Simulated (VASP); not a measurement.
Rh: single point with PBE

Rh:

```
Rh
1.0
     2.66927    0.00000    0.00000
    -1.33463    2.31166    0.00000
     0.00000    0.00000    4.29565
Rh
2
Direct
  0.66667 0.33333 0.75000
  0.33333 0.66667 0.25000
```

This isn't the form of Rh at room conditions, which is fcc.

* Program: VASP 6.6.1
* Task: single point
* Functional: PBE
* Potentials or basis: VASP PAW PBE potentials, release 64 (Rh_pv)
* Cutoff: 520 eV
* k mesh: 21 × 21 × 12
* Occupations: gaussian, width 0.15 eV
* Spin: no spin polarisation
* Dipole correction: no
* Further INCAR settings: ALGO = Fast; EDIFF = 1e-06; NBANDS = 22

The pressure is 18.7 GPa and the band gap on the k mesh is zero (bands 15 and 16 overlap by 2.54 eV).

Stress tensor (GPa, compression positive):
```
18.26  0.00  0.00
 0.00 18.26  0.00
 0.00  0.00 19.58
```

Levels at points of the mesh, in eV from the Fermi level:
```csv
k point,band 12,band 13,band 14,band 15,band 16,band 17,band 18,band 19
"(0.00, 0.00, 0.00)",-2.66,-2.66,-2.07,-2.07,0.13,0.13,0.73,9.07
"(0.00, 0.00, 0.50)",-3.35,-3.35,-3.35,-0.47,-0.47,-0.47,-0.47,15.00
```

Run time: 61 s on 1 thread of Intel(R) Xeon(R) 6975P-C (Granite Rapids), on a shared host, peak memory 0.25 GiB.

Caveat: the cell stands under pressure.
